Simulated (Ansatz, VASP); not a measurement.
One calculation of CaO, two programs

```
CELL_PARAMETERS angstrom
0.00000 2.38338 2.38338
2.38338 0.00000 2.38338
2.38338 2.38338 0.00000
ATOMIC_POSITIONS crystal
Ca 0.00000 0.00000 0.00000
O 0.50000 0.50000 0.50000
```

Alike in both runs: functional PBEsol; k mesh 8 × 8 × 8; occupations gaussian, width 0.02 eV; no spin polarisation.

Ansatz relaxed the structure, and its values are those at the end. VASP's run is a single point on that final structure, the one shown.

|  | VASP | Ansatz |
| --- | --- | --- |
| version | VASP 6.6.1 | Ansatz 0.2.0 |
| potentials or method | VASP PAW PBE potentials, release 64 (Ca_sv, O), cutoff 600 eV | scalar-relativistic, plane waves, PAW |
| valence electrons in the cell | 16 | 16 |

VASP gave:

```
gap on the k mesh at the Fermi level (eV) : 3.52
least direct gap on the mesh (eV)         : 3.89
pressure (GPa)                            : 0.6
```

Problem. What did Ansatz give for the same quantities?

Solution. gap on the k mesh at the Fermi level (eV): 3.54; least direct gap on the mesh (eV): 3.92; pressure (GPa): 0.0.

VASP's potentials were made for PBE, not for PBEsol, and Ansatz warns of the same on its side.
